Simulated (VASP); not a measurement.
Runs of VASP 6.6.1 on Bi. The structure is that of space group I4/mmm (No. 139), or close to it. The cells are those of the table. 

| cell | gap on the mesh (eV) | pressure (GPa) |
| --- | --- | --- |
| a = 3.361 Å, angles 124.4, 100.7, 104.5°, 1 atom | none | 5.0 |
| a = 3.361 Å, angles 119.1, 94.6, 115.7°, 1 atom | none | (a) |
| a = 3.336 Å, angles 106.7, 106.7, 115.1°, 1 atom | none | 0.6 |
| a = 3.336 Å, angles 112.4, 112.4, 103.8°, 1 atom | none | 0.5 |
| a = 3.334 Å, angles 111.4, 111.4, 105.7°, 1 atom | none | (b) |

Alike in all rows: task single point; level PBEsol+D3(BJ); potentials or basis VASP PAW PBE potentials, release 64 (Bi_d); no spin polarisation; k mesh 16 × 16 × 16; cutoff (eV) 520; smearing gaussian 0.15 eV.

Fill in the values left out.

(a) 2.5; (b) 0.2.

Caveats: the PAW data sets were made with another functional, which shifts forces and pressure a little; spin-orbit coupling is left out, which moves the levels of the heavy elements; the stress differs along the axes, from 2 to 11 GPa (at least some runs).

A k mesh can miss the band edges, and the runs leave out spin-orbit coupling on Bi.

A gap of «none» marks levels without a gap at the run's occupations.
